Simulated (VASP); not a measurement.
# SiO2 (Pbam) in VASP: notebook, part 2 of 2

VASP 6.6.1.

## (4) Single point, PBE

This run uses another cell than the first one, of 14.26 Å³/atom, 1.054 times its volume.

Contents of INCAR:

```
PREC = Accurate
ENCUT = 520
EDIFF = 1E-6
ISMEAR = 0
SIGMA = 0.1
LREAL = F
LASPH = T
NELM = 80
ALGO = Normal
ISIF = 2
LWAVE = F
LCHARG = F
GGA = PE
NBANDS = 25
```

Contents of KPOINTS:

```
Automatic mesh
0
Gamma
  4 4 6
```

Contents of POSCAR:

```
SiO2
1.0
    3.9869252741      0.0000000000      0.0000000000
    0.0000000000      5.9873081802      0.0000000000
    0.0000000000      0.0000000000      3.5850158785
Si O
2 4
Direct
    0.0000000000      0.5000000000      0.5000000000
    0.5000000000      0.0000000000      0.5000000000
    0.1899532613      0.4780498832      0.0000000000
    0.8100467387      0.5219501168      0.0000000000
    0.3100467387      0.9780498832      0.0000000000
    0.6899532613      0.0219501168      0.0000000000
```

Launch:

```sh
> cat potpaw_PBE.64/Si/POTCAR potpaw_PBE.64/O/POTCAR > POTCAR
> mpirun -np 1 vasp_std > vasp.out
```

It took 43 s on 1 thread of Intel Xeon Platinum 8488C (Sapphire Rapids), shared host; peak memory 0.21 GiB.

It converged, with:

- Free energy: -29.9638 eV
- Pressure: 0.4 GPa
- Largest force: 0.217 eV/Å
- Band gap on the k mesh: zero (band 16 reaches 4.19 eV, above the bottom of band 17 at 3.64 eV)

Forces on the atoms (eV/Å):
```
Si   0.000  0.000  0.000
Si   0.000  0.000  0.000
O    0.216 -0.025  0.000
O   -0.216  0.025  0.000
O   -0.216 -0.025  0.000
O    0.216  0.025  0.000
```

Stress tensor (GPa, compression positive):
```
 1.03  0.00  0.00
 0.00 -0.40  0.00
 0.00  0.00  0.66
```

Levels at points of the mesh, in eV from the Fermi level:
```
           k point  band 13  band 14  band 15  band 16  band 17  band 18  band 19  band 20
(0.00, 0.00, 0.00)    -3.89    -3.49    -2.68    -1.69     0.67     2.36     2.58     2.59
(0.50, 0.00, 0.00)    -4.27    -4.27    -2.39    -2.39     0.33     0.33     1.53     1.53
(0.00, 0.50, 0.00)    -3.95    -3.95    -2.21    -2.21     2.45     2.45     2.53     2.53
(0.50, 0.50, 0.00)    -4.31    -4.31    -2.38    -2.38    -0.22    -0.22     1.05     1.05
(0.00, 0.00, 0.50)    -2.48    -1.61    -1.60    -0.59     1.53     2.57     2.59     2.99
(0.50, 0.00, 0.50)    -2.20    -2.20     0.07     0.07     0.56     0.56     0.66     0.66
(0.00, 0.50, 0.50)    -2.05    -2.05    -1.00    -1.00     2.02     2.02     2.57     2.57
(0.50, 0.50, 0.50)    -2.38    -2.38     0.32     0.32     0.46     0.46     0.70     0.70
```

Caveat: the k points lie up to 0.39 Å⁻¹ apart.

## (5) Single point, PBE

This run uses another cell than the first one, of 14.26 Å³/atom, 1.054 times its volume.

Contents of INCAR:

```
SYSTEM = SiO2
PREC = Accurate ; ENCUT = 910
EDIFF = 1E-6 ; ISMEAR = 0
SIGMA = 0.1 ; LREAL = .FALSE.
LASPH = .TRUE. ; NELM = 120
ALGO = Normal ; ISIF = 2
LWAVE = .FALSE. ; LCHARG = .FALSE.
GGA = PE ; NBANDS = 25
GGA_COMPAT = .FALSE.
```

Contents of KPOINTS:

```
Automatic mesh
0
G
  6 4 4
  0 0 0
```

POSCAR is that of step 4.

Potentials or basis: VASP PAW PBE potentials, release 64 (Si, O_h).

Launch:

```sh
> cat potpaw_PBE.64/Si/POTCAR potpaw_PBE.64/O_h/POTCAR > POTCAR
> mpirun -np 1 vasp_std > vasp.out
```

OUTCAR:

```text
SYSTEM = SiO2
   PREC = Accurate
   ENCUT = 910
   EDIFF = 1E-6
   ISMEAR = 0
   LREAL = .FALSE.
   LASPH = .TRUE.
   NELM = 120
   ISIF = 2
   GGA = PE

 ion  position               nearest neighbor table
   1  0.000  0.500  0.500-   3 1.95   4 1.95   3 1.95   4 1.95
   2  0.500  0.000  0.500-   5 1.95   6 1.95   5 1.95   6 1.95
   3  0.190  0.478  0.000-   1 1.95   1 1.95
   4  0.810  0.522  0.000-   1 1.95   1 1.95
   5  0.310  0.978  0.000-   2 1.95   2 1.95
   6  0.690  0.022  0.000-   2 1.95   2 1.95

  LATTYP: Found a simple orthorhombic cell.
 ALAT       =     3.5850158785
 B/A-ratio  =     1.1121081215
 C/A-ratio  =     1.6700925137

  Lattice vectors:

 A1 = (   0.0000000000,   0.0000000000,   3.5850158785)
 A2 = (   3.9869252741,   0.0000000000,   0.0000000000)
 A3 = (   0.0000000000,   5.9873081802,   0.0000000000)

Analysis of symmetry for initial positions (statically):
=====================================================================
 Subroutine PRICEL returns:
 Original cell was already a primitive cell.

[... 183 lines left out ...]
 cond. band min:       4.2880326718   @ k =   0.5000   0.2500   0.0000
 fundamental gap:      0.0540267133
 Fermi energy:         4.2416068824

 k-point     1 :       0.0000    0.0000    0.0000
  band No.  band energies     occupation
      1     -19.6304      2.00000
      2     -19.4425      2.00000
      3     -12.7205      2.00000
      4     -12.5542      2.00000
      5      -4.8462      2.00000
      6      -4.5926      2.00000
[... 661 lines left out ...]
     24      11.4479      0.00000
     25      13.3269      0.00000

 [... further k-points ...]

------------------------ aborting loop because EDIFF is reached ----------------------------------------

  FORCE on cell =-STRESS in cart. coord.  units (eV):
  Direction    XX          YY          ZZ          XY          YZ          ZX
  --------------------------------------------------------------------------------------
  -------------------------------------------------------------------------------------
  Total       -0.0561143     -0.0926279      0.0017712     -0.0000000      0.0000000      0.0000000
  in kB       -1.0505657     -1.7341698      0.0331610     -0.0000000      0.0000000      0.0000000
  external PRESSURE =      -0.9171915 kB  Pullay stress =       0.0000000 kB

 VOLUME and BASIS-vectors are now :
 -----------------------------------------------------------------------------
  energy-cutoff  :      910.00
  volume of cell :       85.58
      direct lattice vectors                 reciprocal lattice vectors
     3.986925274  0.000000000  0.000000000     0.250819850  0.000000000  0.000000000
     0.000000000  5.987308180  0.000000000     0.000000000  0.167019965  0.000000000
     0.000000000  0.000000000  3.585015879     0.000000000  0.000000000  0.278938792

 POSITION                                       TOTAL-FORCE (eV/Angst)
 -----------------------------------------------------------------------------------
      0.00000      2.99365      1.79251         0.000000      0.000000      0.000000
      1.99346      0.00000      1.79251         0.000000      0.000000      0.000000
      0.75733      2.86223      0.00000         0.050614     -0.010289      0.000000
      3.22960      3.12508      0.00000        -0.050614      0.010289     -0.000000
      1.23613      5.85589      0.00000        -0.050614     -0.010289     -0.000000
      2.75079      0.13142      0.00000         0.050614      0.010289      0.000000
 -----------------------------------------------------------------------------------
    total drift:                                0.000000      0.000000      0.000000

  FREE ENERGIE OF THE ION-ELECTRON SYSTEM (eV)
  ---------------------------------------------------
  free  energy   TOTEN  =       -30.1371966919 eV

  energy  without entropy=      -30.1319822154  energy(sigma->0) =      -30.13458945
```

Run time: 54 s. Hardware: 1 thread of Intel Xeon 6975P-C (Granite Rapids), shared host; peak memory 0.34 GiB.

What came out:

```
Free energy            : -30.1372 eV
Pressure               : -0.1 GPa
Largest force          : 0.052 eV/Å
Band gap on the k mesh : zero (band 16 reaches 4.56 eV, above the bottom of band 17 at 3.71 eV)
```

Forces in eV/Å, atoms in the order of the input:
```
Si   0.000  0.000  0.000
Si   0.000  0.000  0.000
O    0.051 -0.010  0.000
O   -0.051  0.010  0.000
O   -0.051 -0.010  0.000
O    0.051  0.010  0.000
```

Stress tensor (GPa, compression positive):
```
-0.11  0.00  0.00
 0.00 -0.17  0.00
 0.00  0.00  0.00
```

Levels at points of the mesh, in eV from the Fermi level:
| k point | band 12 | band 13 | band 14 | band 15 | band 16 | band 17 | band 18 | band 19 | band 20 | band 21 |
| --- | --- | --- | --- | --- | --- | --- | --- | --- | --- | --- |
| (0.00, 0.00, 0.00) | -4.04 | -3.91 | -3.49 | -2.71 | -1.72 | 0.66 | 2.35 | 2.57 | 2.59 | 4.18 |
| (0.50, 0.00, 0.00) | -4.36 | -4.28 | -4.28 | -2.42 | -2.42 | 0.33 | 0.33 | 1.51 | 1.51 | 2.07 |
| (0.00, 0.50, 0.00) | -4.45 | -3.98 | -3.98 | -2.25 | -2.25 | 2.45 | 2.45 | 2.52 | 2.52 | 3.19 |
| (0.50, 0.50, 0.00) | -4.37 | -4.31 | -4.31 | -2.41 | -2.41 | -0.22 | -0.22 | 1.04 | 1.04 | 3.89 |
| (0.00, 0.00, 0.50) | -5.01 | -2.52 | -1.64 | -1.61 | -0.60 | 1.52 | 2.57 | 2.58 | 3.00 | 5.29 |
| (0.50, 0.00, 0.50) | -5.90 | -2.23 | -2.23 | 0.07 | 0.07 | 0.54 | 0.54 | 0.66 | 0.66 | 4.53 |
| (0.00, 0.50, 0.50) | -5.16 | -2.08 | -2.08 | -1.01 | -1.01 | 2.01 | 2.01 | 2.56 | 2.56 | 5.89 |
| (0.50, 0.50, 0.50) | -5.89 | -2.41 | -2.41 | 0.32 | 0.32 | 0.45 | 0.45 | 0.70 | 0.70 | 5.20 |

Caveat: the k points lie up to 0.44 Å⁻¹ apart; the cutoff is under 1.25 times the usual one of these potentials, so pressure, stress and relaxed cells hold a basis-set (Pulay) error.

## (6) Single point, PBE

This run uses another cell than the first one, of 14.26 Å³/atom, 1.054 times its volume.

Contents of INCAR:

```
PREC = Accurate
ENCUT = 910
EDIFF = 1E-6
ISMEAR = 0
SIGMA = 0.1
LREAL = F
LASPH = T
NELM = 120
ALGO = Normal
ISIF = 2
LWAVE = F
LCHARG = F
GGA = PE
NBANDS = 25
GGA_COMPAT = F
```

Contents of KPOINTS:

```
Automatic mesh
0
Gamma
  4 4 6
```

POSCAR is that of step 5.

Potentials or basis: VASP PAW PBE potentials, release 64 (Si, O_h).

Launch:

```sh
> cat potpaw_PBE.64/Si/POTCAR potpaw_PBE.64/O_h/POTCAR > POTCAR
> mpirun -np 1 vasp_std > vasp.out
```

Run time: 81 s. Hardware: 1 thread of Intel Xeon 6975P-C (Granite Rapids), shared host; peak memory 0.34 GiB.

It converged, with:

| Quantity | Value |
| --- | --- |
| Free energy | -30.0575 eV |
| Pressure | -0.2 GPa |
| Largest force | 0.044 eV/Å |
| Band gap on the k mesh | zero (band 16 reaches 4.55 eV, above the bottom of band 17 at 4.02 eV) |

Forces on the atoms (eV/Å):
```
Si   0.000  0.000  0.000
Si   0.000  0.000  0.000
O    0.043  0.003  0.000
O   -0.043 -0.003  0.000
O   -0.043  0.003  0.000
O    0.043 -0.003  0.000
```

Stress tensor (GPa, compression positive):
```
-0.07  0.00  0.00
 0.00 -0.68  0.00
 0.00  0.00  0.22
```

Levels at points of the mesh, in eV from the Fermi level:
| k point | band 13 | band 14 | band 15 | band 16 | band 17 | band 18 | band 19 | band 20 |
| --- | --- | --- | --- | --- | --- | --- | --- | --- |
| (0.00, 0.00, 0.00) | -3.89 | -3.50 | -2.70 | -1.70 | 0.66 | 2.35 | 2.59 | 2.60 |
| (0.50, 0.00, 0.00) | -4.28 | -4.28 | -2.40 | -2.40 | 0.35 | 0.35 | 1.52 | 1.52 |
| (0.00, 0.50, 0.00) | -3.96 | -3.96 | -2.23 | -2.23 | 2.45 | 2.45 | 2.54 | 2.54 |
| (0.50, 0.50, 0.00) | -4.32 | -4.32 | -2.39 | -2.39 | -0.22 | -0.22 | 1.05 | 1.05 |
| (0.00, 0.00, 0.50) | -2.50 | -1.62 | -1.61 | -0.60 | 1.52 | 2.59 | 2.61 | 2.99 |
| (0.50, 0.00, 0.50) | -2.21 | -2.21 | 0.07 | 0.07 | 0.55 | 0.55 | 0.68 | 0.68 |
| (0.00, 0.50, 0.50) | -2.06 | -2.06 | -1.00 | -1.00 | 2.01 | 2.01 | 2.58 | 2.58 |
| (0.50, 0.50, 0.50) | -2.39 | -2.39 | 0.32 | 0.32 | 0.46 | 0.46 | 0.72 | 0.72 |

Caveat: the k points lie up to 0.39 Å⁻¹ apart; the cutoff is under 1.25 times the usual one of these potentials, so pressure, stress and relaxed cells hold a basis-set (Pulay) error.

## (7) The runs side by side

```csv
potentials or basis,cell,k mesh,cutoff (eV),second run,gap on the mesh (eV),pressure (GPa),largest force (eV/Å)
"VASP PAW PBE potentials, release 64 (Si, O)","a = 3.605, b = 4.463, c = 5.046 Å, 6 atoms",6 × 4 × 4,520,-,none,-5.8,2.37
"VASP PAW PBE potentials, release 64 (Si, O)","a = 3.987, b = 5.987, c = 3.585 Å, 6 atoms",6 × 4 × 4,520,-,none,0.5,0.23
"VASP PAW PBE potentials, release 64 (Si, O)","a = 3.987, b = 5.987, c = 3.585 Å, 6 atoms",4 × 4 × 6,520,-,none,0.4,0.22
"VASP PAW PBE potentials, release 64 (Si, O_h)","a = 3.987, b = 5.987, c = 3.585 Å, 6 atoms",6 × 4 × 4,910,hard_potentials,none,-0.1,0.05
"VASP PAW PBE potentials, release 64 (Si, O_h)","a = 3.987, b = 5.987, c = 3.585 Å, 6 atoms",4 × 4 × 6,910,hard_potentials,none,-0.2,0.04
```

Alike in all rows: task single point; level PBE; no spin polarisation; smearing gaussian 0.1 eV.

Caveats: some runs use coarse meshes; the cutoff is under 1.25 times the usual one of these potentials, so pressure, stress and relaxed cells hold a basis-set (Pulay) error (some runs); forces of over 1 eV/Å act on the atoms, so gaps and moduli don't describe the material at rest (some runs).

Total energies depend on the potentials used, so only differences within one code and one set of settings carry meaning.
